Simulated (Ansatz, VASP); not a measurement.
# Two plane-wave programs on NbTe8Mo3

The input INCAR:

```
SYSTEM = NbTe8Mo3
ALGO     = Normal         ! electronic algorithm
EDIFF    = 1E-7           ! SCF threshold, eV
EDIFFG   = -0.04          ! ionic threshold
ENCUT    = 600            ! plane-wave cutoff, eV
GGA      = PE             ! functional
IBRION   = 2              ! ionic algorithm
ISIF     = 3              ! what is computed and relaxed
ISMEAR   = 0              ! smearing method
LASPH    = .TRUE.         ! aspherical terms in the spheres
LCHARG   = .FALSE.        ! write CHGCAR
LREAL    = .FALSE.        ! projectors in reciprocal space
LWAVE    = .FALSE.        ! write WAVECAR
NELM     = 100            ! most SCF steps
NSW      = 90             ! ionic steps
PREC     = Accurate       ! precision mode
SIGMA    = 0.1            ! smearing width, eV
```

The input KPOINTS:

```
k-points
0
G
  6 6 1
  0 0 0
```

The input POSCAR:

```
NbTe8Mo3
1.0
    3.6937143500      0.0000000000      0.0000000000
   -1.8468571800      3.1988504600      0.0000000000
    0.0000000000      0.0000000000     29.3414179700
Nb Te Mo
1 8 3
Direct
    0.6666666700      0.3333333300      0.0000000000
    0.3333333300      0.6666666700      0.9355000000
    0.3333333300      0.6666666700      0.4355000000
    0.6666666700      0.3333333300      0.6855000000
    0.6666666700      0.3333333300      0.1855000000
    0.3333333300      0.6666666700      0.0645000000
    0.3333333300      0.6666666700      0.5645000000
    0.6666666700      0.3333333300      0.8145000000
    0.6666666700      0.3333333300      0.3145000000
    0.3333333300      0.6666666700      0.7500000000
    0.3333333300      0.6666666700      0.2500000000
    0.6666666700      0.3333333300      0.5000000000
```

Input for Ansatz:

```yaml
crystal:
  lattice:
    - [3.69371435, 0.0, 0.0]
    - [-1.84685718, 3.19885046, 0.0]
    - [0.0, 0.0, 29.34141797]
  atoms:
    - { symbol: Nb, position: [0.66666667, 0.33333333, 0.0] }
    - { symbol: Te, position: [0.33333333, 0.66666667, 0.9355] }
    - { symbol: Te, position: [0.33333333, 0.66666667, 0.4355] }
    - { symbol: Te, position: [0.66666667, 0.33333333, 0.6855] }
    - { symbol: Te, position: [0.66666667, 0.33333333, 0.1855] }
    - { symbol: Te, position: [0.33333333, 0.66666667, 0.0645] }
    - { symbol: Te, position: [0.33333333, 0.66666667, 0.5645] }
    - { symbol: Te, position: [0.66666667, 0.33333333, 0.8145] }
    - { symbol: Te, position: [0.66666667, 0.33333333, 0.3145] }
    - { symbol: Mo, position: [0.33333333, 0.66666667, 0.75] }
    - { symbol: Mo, position: [0.33333333, 0.66666667, 0.25] }
    - { symbol: Mo, position: [0.66666667, 0.33333333, 0.5] }
basis:
  ecutwfc: 420
kpoints:
  mp_grid: { grid: [6, 6, 1] }
hamiltonian:
  xc: pbe
scf:
  occupations: { method: gaussian, width: 0.1 }
  lower_state_search: "off"
output:
  forces: true
  stress: true
  eigenvalues: true
relax:
  adjacent_minimum: "off"
  f_tol: 0.04
  max_steps: 70
  cell: { stress_tol: 0.4 }
```

Alike in both runs: task relaxation of cell and atoms; functional PBE; k mesh 6 × 6 × 1; occupations gaussian, width 0.1 eV; no spin polarisation.

```csv
,VASP,Ansatz
version,VASP 6.6.1,Ansatz 0.2.0
potentials or method,"VASP PAW PBE potentials, release 64 (Nb_sv, Te, Mo_sv), cutoff 600 eV","scalar-relativistic, plane waves, PAW"
valence electrons in the cell,103,183
```

|  | VASP | Ansatz | Ansatz less VASP |
| --- | --- | --- | --- |
| gap on the k mesh at the Fermi level, each at its own relaxed structure (eV) | none | none | - |
| relaxed volume (Å³/atom) | 27.44 | 27.90 | +0.458 |
| relaxed cell length with the largest relative difference (Å) | 29.403 | 29.991 | +0.5880 |

A gap of «none» marks a metal or a gap that the smearing closes. VASP's potentials hold 103 valence electrons a cell and Ansatz's 183, so a difference there can come from the potentials and not from the codes.

Spin-orbit coupling is off throughout.
